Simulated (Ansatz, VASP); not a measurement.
## Two plane-wave programs on SnTe

The input INCAR:

```
PREC = Accurate ; ENCUT = 600
EDIFF = 1E-7 ; ISMEAR = -1
SIGMA = 0.08 ; LREAL = False
LASPH = True ; NELM = 80
ALGO = Normal ; ISIF = 3
LWAVE = False ; LCHARG = False
GGA = PE ; IBRION = 2
NSW = 60 ; EDIFFG = -0.005
```

The input KPOINTS:

```
Automatic mesh
0
Gamma
  12 12 12
```

The input POSCAR:

```
SnTe
1.0
    0.0000000000      2.8916353749      2.8916353749
    2.8916353749      0.0000000000      2.8916353749
    2.8916353749      2.8916353749      0.0000000000
Sn Te
1 1
Direct
    0.0000000000      0.0000000000      0.0000000000
    0.5000000000      0.5000000000      0.5000000000
```

Input for Ansatz:

```yaml
crystal:
  lattice:
    - [0.0, 2.8916353749, 2.8916353749]
    - [2.8916353749, 0.0, 2.8916353749]
    - [2.8916353749, 2.8916353749, 0.0]
  atoms:
    - { symbol: Sn, position: [0.0, 0.0, 0.0] }
    - { symbol: Te, position: [0.5, 0.5, 0.5] }
kpoints:
  mp_grid: { grid: [12, 12, 12] }
scf:
  occupations: { method: fermi_dirac, width: 0.08 }
hamiltonian:
  xc: pbe
  pseudopotentials: { kind: paw }
output:
  forces: true
  stress: true
  write_density: true
  write_potential: true
  elf: true
  volumetric_format: npy
relax:
  f_tol: 0.005
  max_steps: 40
  cell: {}
```

Alike in both runs: task relaxation of cell and atoms; functional PBE; k mesh 12 × 12 × 12; occupations fermi-dirac, width 0.08 eV; no spin polarisation.

|  | VASP | Ansatz |
| --- | --- | --- |
| version | VASP 6.6.1 | Ansatz 0.2.0 |
| potentials or method | VASP PAW PBE potentials, release 64 (Sn_d, Te) | PAW with Ansatz's default frozen-core files, scalar-relativistic |
| plane-wave cutoff (eV) | 600 | 420 |
| valence electrons in the cell | 20 | 30 |

Ansatz gave:

```
relaxed volume (Å³/atom)                                        : 32.90
relaxed length of the cell vector where the two differ most in proportion (Å) : 4.531
```

Problem. What did VASP give for the same quantities?

Solution. Relaxed volume (Å³/atom): 32.89; relaxed length of the cell vector where the two differ most in proportion (Å): 4.531.

VASP's potentials hold 20 valence electrons a cell and Ansatz's 30, so a difference there can come from the potentials and not from the codes.

Spin-orbit coupling is off throughout. Noted on VASP's run: the volume moved by over 15 % at a fixed basis, so the end points are rough.
